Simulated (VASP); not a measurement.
Wanted: the native input for a VASP 6.6.1 run.

- Task: single point
- Functional: r2SCAN
- Potentials or basis: VASP PAW PBE potentials, release 64 (Sn_d, O)
- Cutoff: 520 eV
- k mesh: 8 × 8 × 8
- Occupations: fermi-dirac, width 0.02 eV
- Spin: no spin polarisation
- Dipole correction: no
- Further INCAR settings: ALGO = Normal; EDIFF = 1e-07; NBANDS = 17

Crystal: SnO.

```xyz
2
Lattice="3.1228 0.0193 0.0193 0.0193 3.1228 0.0193 0.0193 0.0193 3.1228" Properties=species:S:1:pos:R:3 pbc="T T T"
Sn    0.0000    0.0000    0.0000
O     1.5807    1.5807    1.5807
```

This cell differs from its parent crystal: strain along [111] +1.9%.

These files were run (other wordings do the same):

POSCAR

```
SnO
1.0
    3.1227513509      0.0193445689      0.0193445689
    0.0193445689      3.1227513509      0.0193445689
    0.0193445689      0.0193445689      3.1227513509
Sn O
1 1
Direct
    0.0000000000      0.0000000000      0.0000000000
    0.5000000000      0.5000000000      0.5000000000
```

INCAR.step1

```
PREC = Accurate
ENCUT = 520
ISMEAR = -1
SIGMA = 0.02
LREAL = False
LASPH = True
NELM = 100
NBANDS = 17
GGA = PE
ALGO = Normal
EDIFF = 1E-4
LWAVE = True
LCHARG = False
```

INCAR.step2

```
PREC = Accurate
ENCUT = 520
EDIFF = 1E-7
ISMEAR = -1
SIGMA = 0.02
LREAL = False
LASPH = True
NELM = 100
ALGO = Normal
ISIF = 2
LWAVE = False
LCHARG = False
METAGGA = R2SCAN
LMIXTAU = True
NBANDS = 17
ISTART = 1
```

KPOINTS

```
regular mesh
0
Gamma
  8 8 8
```

Potentials or basis: VASP PAW PBE potentials, release 64 (Sn_d, O).

Launch:

```console
$ cat potpaw_PBE.64/Sn_d/POTCAR potpaw_PBE.64/O/POTCAR > POTCAR
$ cp INCAR.step1 INCAR
$ mpirun -np 1 vasp_std > vasp.out
$ cp INCAR.step2 INCAR
$ mpirun -np 1 vasp_std > vasp.out
```

Results of the run:

```yaml
Pressure: -1.7 GPa
Band_gap_on_the_k_mesh: zero (band 10 reaches 8.13 eV, above the bottom of band 11 at 8.05 eV)
```

Caveat: the cell differs from its parent crystal (strain along [111] +1.9%); the PAW data sets were made with another functional, which shifts forces and pressure a little; spin-orbit coupling is left out, which moves the levels of the heavy elements.

Wall time 67 s on 1 thread of AMD EPYC 9R45 96-Core Processor (Zen 5), on a shared host, peak memory 0.13 GiB.
